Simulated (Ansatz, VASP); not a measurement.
**One calculation of Ag, two programs**

```xyz
1
Lattice="0.0000 2.1052 2.1052 2.1052 0.0000 2.1052 2.1052 2.1052 0.0000" Properties=species:S:1:pos:R:3 pbc="T T T"
Ag    0.0000    0.0000    0.0000
```

Alike in both runs: task single point; functional r2SCAN; k mesh 22 × 22 × 22; occupations fermi-dirac, width 0.1 eV; no spin polarisation.

|  | VASP | Ansatz |
| --- | --- | --- |
| version | VASP 6.6.1 | Ansatz 0.2.0 |
| potentials or method | VASP PAW PBE potentials, release 64 (Ag), cutoff 520 eV | plane waves (500 eV) with PAW, scalar-relativistic |
| valence electrons in the cell | 11 | 19 |

|  | VASP | Ansatz | Ansatz less VASP |
| --- | --- | --- | --- |
| pressure (GPa) | -6.3 | -6.4 | -0.04 |

VASP's potentials were made for PBE, not for r2SCAN. VASP's potentials hold 11 valence electrons a cell and Ansatz's 19, so a difference there can come from the potentials and not from the codes.
